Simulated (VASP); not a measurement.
YNb4N, 6 atoms in the cell. Symmetry: P4/mmm, No. 123, tetragonal system. Conventional cell: a = 3.891 Å, b = 3.891 Å, c = 7.877 Å, α = 90.00°, β = 90.00°, γ = 90.00°. Within 4.3 Å of Y (site symmetry 4/mmm) lie 8 Nb at 3.27 Å and 4 Y at 3.89 Å. Nb (site symmetry 2mm) has 2 N at 2.35 Å and 5 Nb at 2.62 to 2.75 Å within 3.1 Å. Within 3.1 Å of N (site symmetry 4/mmm) lie 8 Nb at 2.35 Å. The cell was generated, and may not be a known phase.

| Property | Result |
| --- | --- |
| Program | VASP 6.6.1 |
| Task | single point |
| Functional | PBE |
| Potentials or basis | VASP PAW PBE potentials, release 64 (Y_sv, Nb_sv, N) |
| Cutoff | 520 eV |
| k mesh | 4 × 4 × 4 |
| Occupations | gaussian, width 0.1 eV |
| Spin | no spin polarisation |
| Dipole correction | no |
| Further INCAR settings | ALGO = Normal; EDIFF = 1e-06; NBANDS = 43 |

Potentials or basis: VASP PAW PBE potentials, release 64 (Y_sv, Nb_sv, N).

The run is started by

```bash
$ cat potpaw_PBE.64/Y_sv/POTCAR potpaw_PBE.64/Nb_sv/POTCAR potpaw_PBE.64/N/POTCAR > POTCAR
$ mpirun -np 1 vasp_std > vasp.out
```

Hardware: 1 thread of Intel Xeon 8259CL (shared host).

**Question.** Estimate the wall time of this run.

**Answer.** Run time: 3.6 min on 1 thread of Intel Xeon 8259CL (shared host), peak memory 0.28 GiB. Counts: scf iterations 16, k points 18.
